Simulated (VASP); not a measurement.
# Fe (Im-3m) in VASP: a series of runs

Fe is run at these levels: revPBE; tasks: relaxation of cell and atoms, single point.

Everything below comes from runs of VASP 6.6.1. Logs are shortened: lines on timing, memory, paths and dates and some standing lists are left out, and cuts for length are marked.

### Step 1. The cell of the first run

It takes space group Im-3m (No. 229, cubic). The conventional cell has a = 2.866 Å, b = 2.866 Å, c = 2.866 Å, α = 90.00°, β = 90.00°, γ = 90.00°. Fe (site symmetry m-3m) has 14 Fe at 2.48 to 2.87 Å within 3.3 Å.

### Step 2. Relaxation of cell and atoms, revPBE, collinear spin, antiferromagnetic start

The input, INCAR:

```
SYSTEM = Fe
ALGO = Normal
EDIFF = 1E-7
EDIFFG = -0.01
ENCUT = 600
GGA = RE
IBRION = 2
ISIF = 3
ISMEAR = -1
ISPIN = 2
LASPH = .True.
LCHARG = .False.
LMAXMIX = 4
LORBIT = 11
LREAL = .False.
LWAVE = .False.
MAGMOM = 2.5 -2.5
NELM = 150
NSW = 80
PREC = Accurate
SIGMA = 0.05
```

The input, KPOINTS:

```
k-points
0
Gamma
  11 11 11
  0 0 0
```

The input, POSCAR:

```
Fe
1.0
    2.8665000000      0.0000000000      0.0000000000
    0.0000000000      2.8665000000      0.0000000000
    0.0000000000      0.0000000000      2.8665000000
Fe
2
Direct
    0.0000000000      0.0000000000      0.0000000000
    0.5000000000      0.5000000000      0.5000000000
```

Potentials or basis: VASP PAW PBE potentials, release 64 (Fe).

Started as:

```sh
$ cat potpaw_PBE.64/Fe/POTCAR > POTCAR
$ mpirun -np 1 vasp_std > vasp.out
```

OUTCAR:

```text
SYSTEM = Fe
   EDIFF = 1E-7
   EDIFFG = -0.01
   ENCUT = 600
   GGA = RE
   IBRION = 2
   ISIF = 3
   ISMEAR = -1
   ISPIN = 2
   LASPH = .True.
   LORBIT = 11
   LREAL = .False.
   NELM = 150
   NSW = 80
   PREC = Accurate

 ion  position               nearest neighbor table
   1  0.000  0.000  0.000-   2 2.48   2 2.48   2 2.48   2 2.48   2 2.48   2 2.48   2 2.48   2 2.48

   2  0.500  0.500  0.500-   1 2.48   1 2.48   1 2.48   1 2.48   1 2.48   1 2.48   1 2.48   1 2.48

  LATTYP: Found a simple cubic cell.
 ALAT       =     2.8665000000

  Lattice vectors:

 A1 = (   2.8665000000,   0.0000000000,   0.0000000000)
 A2 = (   0.0000000000,   2.8665000000,   0.0000000000)
 A3 = (   0.0000000000,   0.0000000000,   2.8665000000)

Analysis of symmetry for initial positions (statically):
=====================================================================
 Subroutine PRICEL returns following result:

  LATTYP: Found a body centered cubic cell.
 ALAT       =     2.8665000000

  Lattice vectors:

 A1 = (   1.4332500000,   1.4332500000,  -1.4332500000)
 A2 = (  -1.4332500000,   1.4332500000,   1.4332500000)
 A3 = (   1.4332500000,  -1.4332500000,   1.4332500000)

   2 primitive cells build up your supercell.

 Routine SETGRP: Setting up the symmetry group for a
 simple cubic supercell.

 Subroutine GETGRP returns: Found 48 space group operations
 (whereof 48 operations were pure point group operations)
 out of a pool of 48 trial point group operations.

The static configuration has the point symmetry O_h .

Analysis of symmetry for dynamics (positions and initial velocities):
=====================================================================
 Subroutine PRICEL returns following result:

  LATTYP: Found a body centered cubic cell.
 ALAT       =     2.8665000000

  Lattice vectors:

 A1 = (   1.4332500000,   1.4332500000,  -1.4332500000)
 A2 = (  -1.4332500000,   1.4332500000,   1.4332500000)
 A3 = (   1.4332500000,  -1.4332500000,   1.4332500000)

   2 primitive cells build up your supercell.

 Routine SETGRP: Setting up the symmetry group for a
 simple cubic supercell.

 Subroutine GETGRP returns: Found 48 space group operations
 (whereof 48 operations were pure point group operations)
 out of a pool of 48 trial point group operations.

The dynamic configuration has the point symmetry O_h .

Analysis of structural, dynamic, and magnetic symmetry:
=====================================================================
 Subroutine PRICEL returns following result:

  LATTYP: Found a body centered cubic cell.
 ALAT       =     2.8665000000

  Lattice vectors:

 A1 = (   1.4332500000,   1.4332500000,  -1.4332500000)
 A2 = (  -1.4332500000,   1.4332500000,   1.4332500000)
 A3 = (   1.4332500000,  -1.4332500000,   1.4332500000)

   2 primitive cells build up your supercell.

 Routine SETGRP: Setting up the symmetry group for a
 simple cubic supercell.

 Subroutine GETGRP returns: Found 48 space group operations
 (whereof 48 operations were pure point group operations)
 out of a pool of 48 trial point group operations.

The overall configuration has the point symmetry O_h .

 Subroutine INISYM returns: Found 48 space group operations
 (whereof 48 operations are pure point group operations),
 and found     2 'primitive' translations

----------------------------------------------------------------------------------------

                                     Primitive cell

  volume of cell :      11.7768

  direct lattice vectors                    reciprocal lattice vectors
     1.433250000  1.433250000 -1.433250000     0.348857492  0.348857492  0.000000000
    -1.433250000  1.433250000  1.433250000     0.000000000  0.348857492  0.348857492
     1.433250000 -1.433250000  1.433250000     0.348857492  0.000000000  0.348857492

  length of vectors
     2.482461820  2.482461820  2.482461820     0.493358996  0.493358996  0.493358996

  position of ions in fractional coordinates (direct lattice)
     0.000000000  0.000000000  0.000000000

  ion indices of the primitive-cell ions
   primitive index   ion index
                 1           1

----------------------------------------------------------------------------------------

 KPOINTS: k-points

Automatic generation of k-mesh.
 Grid dimensions read from file:
 generate k-points for:   11   11   11

 Generating k-lattice:

  Cartesian coordinates                     Fractional coordinates (reciprocal lattice)
     0.031714317  0.000000000  0.000000000     0.090909091  0.000000000  0.000000000
     0.000000000  0.031714317  0.000000000     0.000000000  0.090909091  0.000000000
     0.000000000  0.000000000  0.031714317     0.000000000  0.000000000  0.090909091

  Length of vectors
     0.031714317  0.031714317  0.031714317

  Shift w.r.t. Gamma in fractional coordinates (k-lattice)
     0.000000000  0.000000000  0.000000000

 Subroutine IBZKPT returns following result:
 ===========================================

 Found     56 irreducible k-points:

 Following reciprocal coordinates:
            Coordinates               Weight
  0.000000  0.000000  0.000000      1.000000
  0.090909  0.000000  0.000000      6.000000
  0.181818  0.000000  0.000000      6.000000
  0.272727  0.000000  0.000000      6.000000
  0.363636  0.000000  0.000000      6.000000
  0.454545  0.000000  0.000000      6.000000
[... 16 lines left out ...]
  0.181818  0.090909  0.090909     24.000000
  0.272727  0.090909  0.090909     24.000000
 [... further k-points ...]
   k-points           NKPTS =     56   k-points in BZ     NKDIM =     56   number of bands    NBANDS=     12
   number of dos      NEDOS =    301   number of ions     NIONS =      2
   total plane-waves  NPLWV =  13824
   dimension x,y,z NGX =    24 NGY =   24 NGZ =   24
   dimension x,y,z NGXF=    48 NGYF=   48 NGZF=   48
   ions per type =               2
   NGX,Y,Z   is equivalent  to a cutoff of  13.92, 13.92, 13.92 a.u.
   NGXF,Y,Z  is equivalent  to a cutoff of  27.84, 27.84, 27.84 a.u.
 SYSTEM =  Fe
   PREC   = accura    normal or accurate (medium, high low for compatibility)
   ISTART =      0    job   : 0-new  1-cont  2-samecut
   ICHARG =      2    charge: 1-file 2-atom 10-const
   ISPIN  =      2    spin polarized calculation?
   LNONCOLLINEAR =      F non collinear calculations
   LSORBIT =      F    spin-orbit coupling
   LASPH  =      T    aspherical Exc in radial PAW
   ENCUT  =  600.0 eV  44.10 Ry    6.64 a.u.   5.73  5.73  5.73*2*pi/ulx,y,z
   NELM   =    150;   NELMIN=  2; NELMDL= -5     # of ELM steps
   EDIFF  = 0.1E-06   stopping-criterion for ELM
   LREAL  =      F    real-space projection
   EDIFFG = -.1E-01   stopping-criterion for IOM
   NSW    =     80    number of steps for IOM
   IBRION =      2    ionic relax: 0-MD 1-quasi-New 2-CG
   NFREE  =      1    steps in history (QN), initial steepest desc. (CG)
   ISIF   =      3    stress and relaxation
   ISYM   =      2    0-nonsym 1-usesym 2-fastsym
   POTIM  = 0.5000    time-step for ionic-motion
   TEBEG  =    0.0;   TEEND  =   0.0 temperature during run
   PSTRESS=    0.0 pullay stress
   NELECT =      16.0000    total number of electrons
   NUPDOWN=      -1.0000    fix difference up-down
   EMIN   =  10.00;   EMAX   =-10.00  energy-range for DOS
   EFERMI =   0.00;   METHOD = LEGACY
   ISMEAR =    -1;   SIGMA  =   0.05  broadening in eV -4-tet -1-fermi 0-gaus
   EFERMI_NEDOS =   21; number of points for ismear=-14 and -15
   IALGO  =     38    algorithm
   IMIX   =      4    mixing-type and parameters
     AMIX     =   0.40;   BMIX     =  1.00
     AMIX_MAG =   1.60;   BMIX_MAG =  1.00
  volume/ion in A,a.u.               =      11.78        79.47
  Fermi-wavevector in a.u.,A,eV,Ry     =   1.439117  2.719537 28.178465  2.071059
  Thomas-Fermi vector in A             =   2.558009
   LORBIT       =     11    0 simple, 1 ext, 2 COOP (PROOUT), +10 PAW based schemes
   GGA     = RE    functional components
   LHFCALC =     F    Hartree Fock is set to
   AEXX    =    0.0000 exact exchange contribution
   IVDW    =     0    specifies the selected vdW correction
   LEPSILON=     F    determine dielectric tensor
   LRPA    =     F    only Hartree local field effects (RPA)
 conjugate gradient relaxation of ions
 spin polarized calculation
  energy-cutoff  :      600.00
  volume of cell :       23.55
 maximum number of plane-waves:       804
 NGX is ok and might be reduce to    24
   NGX = 11   NGY = 11   NGZ = 11

--------------------------------------- Ionic step        1  -------------------------------------------

 number of electron      15.9999992 magnetization      -0.0000000

 number of electron      15.9999992 magnetization       0.0000000

 Free energy of the ion-electron system (eV)
  ---------------------------------------------------
  ext. energy  EPLUGINS =         0.00000000
  ---------------------------------------------------
  free energy    TOTEN  =       -14.78060368 eV

  energy without entropy =      -14.73365588  energy(sigma->0) =      -14.75712978

------------------------ aborting loop because EDIFF is reached ----------------------------------------

  FORCE on cell =-STRESS in cart. coord.  units (eV):
  Direction    XX          YY          ZZ          XY          YZ          ZX
  --------------------------------------------------------------------------------------
  -------------------------------------------------------------------------------------
  Total       -0.8279627     -0.8279627     -0.8279627     -0.0000000     -0.0000000     -0.0000000
  in kB      -56.3203692    -56.3203692    -56.3203692     -0.0000000     -0.0000000     -0.0000000
  external PRESSURE =     -56.3203692 kB  Pullay stress =       0.0000000 kB
[... 61 lines left out ...]
--------------------------------------- Ionic step        3  -------------------------------------------

 number of electron      16.0000015 magnetization       0.0000000

 number of electron      16.0000015 magnetization      -0.0000000

 Free energy of the ion-electron system (eV)
  ---------------------------------------------------
  ext. energy  EPLUGINS =         0.00000000
  ---------------------------------------------------
  free energy    TOTEN  =       -14.80291191 eV

  energy without entropy =      -14.76070486  energy(sigma->0) =      -14.78180838

 E-fermi :   6.2820     XC(G=0): -13.1568

 val. band max:        6.2808659674   @ k =   0.0909   0.0909   0.0000
 cond. band min:       6.2848355793   @ k =   0.2727   0.2727   0.0000
 fundamental gap:      0.0039696119
 Fermi energy:         6.2819596945

 spin component 1

 k-point     1 :       0.0000    0.0000    0.0000
  band No.  band energies     occupation
      1      -2.3751      1.00000
      2       1.8317      1.00000
      3       1.8318      1.00000
      4       4.4637      1.00000
      5       4.4638      1.00000
      6       4.4638      1.00000
      7       6.3738      0.13744
      8       6.3739      0.13723
      9       7.2975      0.00000
     10       7.2976      0.00000
     11       7.2976      0.00000
     12      16.2390      0.00000
[... 331 lines left out ...]
 k-point    24 :       0.2727    0.0909    0.0909
  band No.  band energies     occupation
      1      -0.5950      1.00000
      2       2.4453      1.00000
      3       2.5360      1.00000
      4       4.1869      1.00000
      5       4.2257      1.00000
      6       4.9002      1.00000
      7       5.8846      0.99965
      8       5.9361      0.99901
      9       6.3018      0.40202
     10       6.5347      0.00634
     11       7.0971      0.00000
     12      11.3512      0.00000

 [... further k-points ...]

 spin component 2

 k-point     1 :       0.0000    0.0000    0.0000
  band No.  band energies     occupation
      1      -2.3751      1.00000
      2       1.8317      1.00000
      3       1.8318      1.00000
      4       4.4637      1.00000
      5       4.4638      1.00000
      6       4.4638      1.00000
      7       6.3738      0.13744
      8       6.3739      0.13723
      9       7.2975      0.00000
     10       7.2976      0.00000
     11       7.2976      0.00000
     12      16.2390      0.00000
[... 374 lines left out ...]
  FREE ENERGIE OF THE ION-ELECTRON SYSTEM (eV)
  ---------------------------------------------------
  free  energy   TOTEN  =       -14.8029119092 eV

  energy  without entropy=      -14.7607048603  energy(sigma->0) =      -14.78180838

 reached required accuracy - stopping structural energy minimisation

 total charge

# of ion       s       p       d       tot
------------------------------------------
    1        0.494   0.549   6.251   7.295
    2        0.494   0.549   6.251   7.295
--------------------------------------------------
tot          0.988   1.099  12.502  14.589

 magnetization (x)

# of ion       s       p       d       tot
------------------------------------------
    1        0.018   0.025   1.421   1.464
    2       -0.018  -0.025  -1.421  -1.464
--------------------------------------------------
tot          0.000   0.000  -0.000  -0.000
```

It took 90 s on 1 thread of AMD EPYC 9R45 (Zen 5), shared host; peak memory 0.14 GiB.

Results:

```yaml
Free_energy: -14.8029 eV
Relaxed_volume: 11.20 Å³/atom
Relaxed_cell: a = 2.819 Å, b = 2.819 Å, c = 2.819 Å, α = 90.00°, β = 90.00°, γ = 90.00°
Space_group_after_relaxing_to_0.05_Å: Im-3m (No. 229)
Energy_gained_by_relaxing: 11.2 meV/atom
Ionic_steps: 3
Pressure_after_relaxing: 0.0 GPa
Band_gap_on_the_k_mesh: zero (filled and empty bands overlap)
Net_moment: 0.00 μB per cell
Site_moments: Fe +1.46, -1.46 μB
Valence_electrons_inside_the_program's_atomic_spheres: Fe 7.29
```

Step by step:
```tsv
step	energy change (eV)	largest force (eV/Å)	pressure (GPa)	volume (Å³)
1	0.0000	0.0000	-5.63	23.55
2	-0.0213	0.0000	1.48	22.17
3	-0.0223	0.0000	0.03	22.39
```

Final structure:
```yaml
crystal:
  lattice:
    - [2.81860, 0.00000, 0.00000]
    - [0.00000, 2.81860, 0.00000]
    - [0.00000, 0.00000, 2.81860]
  atoms:
    - { symbol: Fe, position: [0.00000, 0.00000, 0.00000] }
    - { symbol: Fe, position: [0.50000, 0.50000, 0.50000] }
```

Levels at points of the mesh, in eV from the Fermi level:
Spin up:
| k point | band 5 | band 6 | band 7 | band 8 | band 9 | band 10 | band 11 | band 12 |
| --- | --- | --- | --- | --- | --- | --- | --- | --- |
| (0.00, 0.00, 0.00) | -1.82 | -1.82 | 0.09 | 0.09 | 1.02 | 1.02 | 1.02 | 9.96 |
Spin down:
```csv
k point,band 6,band 7,band 8,band 9,band 10,band 11
"(0.00, 0.00, 0.00)",-1.82,0.09,0.09,1.02,1.02,1.02
```

Caveat: the PAW data sets were made with another functional, which shifts forces and pressure a little.

### Step 3. Single point, revPBE, collinear spin, ferromagnetic start (volume scaled by 1.08)

The input, INCAR:

```
SYSTEM = Fe
PREC     = Accurate       ! precision mode
ENCUT    = 520            ! plane-wave cutoff, eV
EDIFF    = 1E-6           ! SCF threshold, eV
ISMEAR   = -1             ! smearing method
SIGMA    = 0.05           ! smearing width, eV
LREAL    = .False.        ! projectors in reciprocal space
LASPH    = .True.         ! aspherical terms in the spheres
NELM     = 150            ! most SCF steps
ALGO     = Normal         ! electronic algorithm
ISIF     = 2              ! what is computed and relaxed
LWAVE    = .False.        ! write WAVECAR
LCHARG   = .False.        ! write CHGCAR
ISPIN    = 2              ! spin polarisation
MAGMOM   = 2.276          ! initial moments
LORBIT   = 11             ! projections on sites
LMAXMIX  = 4              ! l up to which the mixer works
GGA      = RE             ! functional
NBANDS   = 14             ! bands
```

The input, KPOINTS:

```
regular mesh
0
Gamma
  25 25 25
  0 0 0
```

The input, POSCAR:

```
Fe
1.0
   -1.4634503964      1.4634503964      1.4634503964
    1.4634503964     -1.4634503964      1.4634503964
    1.4634503964      1.4634503964     -1.4634503964
Fe
1
Direct
    0.0000000000      0.0000000000      0.0000000000
```

Potentials or basis: VASP PAW PBE potentials, release 64 (Fe).

Started as:

```sh
$ cat potpaw_PBE.64/Fe/POTCAR > POTCAR
$ mpirun -np 1 vasp_std > vasp.out
```

It took 2.6 min on 1 thread of AMD EPYC 9R45 (Zen 5), shared host; peak memory 0.19 GiB.

Results (log left out):

* Free energy: -7.8335 eV
* Pressure: -8.3 GPa
* Net moment: 2.48 μB per cell
* Site moments: Fe +2.50 μB
* Valence electrons inside the program's atomic spheres: Fe 7.08

Levels at points of the mesh, in eV from the Fermi level:
Spin up:
| k point | band 2 | band 3 | band 4 | band 5 | band 6 | band 7 | band 8 | band 9 |
| --- | --- | --- | --- | --- | --- | --- | --- | --- |
| (0.00, 0.00, 0.00) | -2.21 | -2.21 | -2.21 | -1.13 | -1.13 | 24.07 | 24.07 | 24.07 |
Spin down:
| k point | band 1 | band 2 | band 3 | band 4 | band 5 | band 6 | band 7 | band 8 |
| --- | --- | --- | --- | --- | --- | --- | --- | --- |
| (0.00, 0.00, 0.00) | -7.72 | 0.09 | 0.09 | 0.09 | 1.87 | 1.88 | 23.68 | 23.68 |

Caveat: the cell differs from its parent crystal (volume scaled by 1.08); the PAW data sets were made with another functional, which shifts forces and pressure a little.
